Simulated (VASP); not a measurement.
Here is a VASP 6.6.1 calculation.

File INCAR:

```
PREC     = Accurate       # precision mode
ENCUT    = 520            # plane-wave cutoff, eV
EDIFF    = 1E-6           # SCF threshold, eV
ISMEAR   = 0              # smearing method
SIGMA    = 0.05           # smearing width, eV
LREAL    = F              # projectors in reciprocal space
LASPH    = T              # aspherical terms in the spheres
NELM     = 80             # most SCF steps
ALGO     = Normal         # electronic algorithm
ISIF     = 2              # what is computed and relaxed
LWAVE    = F              # write WAVECAR
LCHARG   = T              # write CHGCAR
GGA      = PE             # functional
LELF     = T              # ELF
LVHAR    = T            
NBANDS   = 36             # bands
```

The input KPOINTS:

```
regular mesh
0
Gamma
  12 12 2
```

Contents of POSCAR:

```
C
1.0
    2.5647000000      0.0000000000      0.0000000000
   -1.2823500000      2.2210953531      0.0000000000
    0.0000000000      0.0000000000     12.4291124965
C
12
Direct
    0.0000000000      0.0000000000      0.1868593266
    0.0000000000      0.0000000000      0.6868593266
    0.0000000000      0.0000000000      0.3131406734
    0.0000000000      0.0000000000      0.8131406734
    0.3333333333      0.6666666667      0.5207665411
    0.6666666667      0.3333333333      0.0207665411
    0.3333333333      0.6666666667      0.9792334589
    0.6666666667      0.3333333333      0.4792334589
    0.3333333333      0.6666666667      0.6450950823
    0.6666666667      0.3333333333      0.1450950823
    0.3333333333      0.6666666667      0.8549049177
    0.6666666667      0.3333333333      0.3549049177
```

Potentials or basis: VASP PAW PBE potentials, release 64 (C).

Run with:

```console
$ cat potpaw_PBE.64/C/POTCAR > POTCAR
$ mpirun -np 1 vasp_std > vasp.out
```

Problem. What does it give for the largest force?

Solution. 0.053 eV/Å.

Problem. What does it give for the pressure?

Solution. -13.4 GPa.

Problem. Predict the band gap on the k mesh.

Solution. 4.23 eV, indirect (least direct gap 5.10 eV).

Stress tensor (GPa, compression positive):
```
-19.74   0.00   0.00
  0.00 -19.74   0.00
  0.00   0.00  -0.81
```

A k mesh can miss the band edges. A hybrid or GW would open this gap; PBE tends to underestimate it.
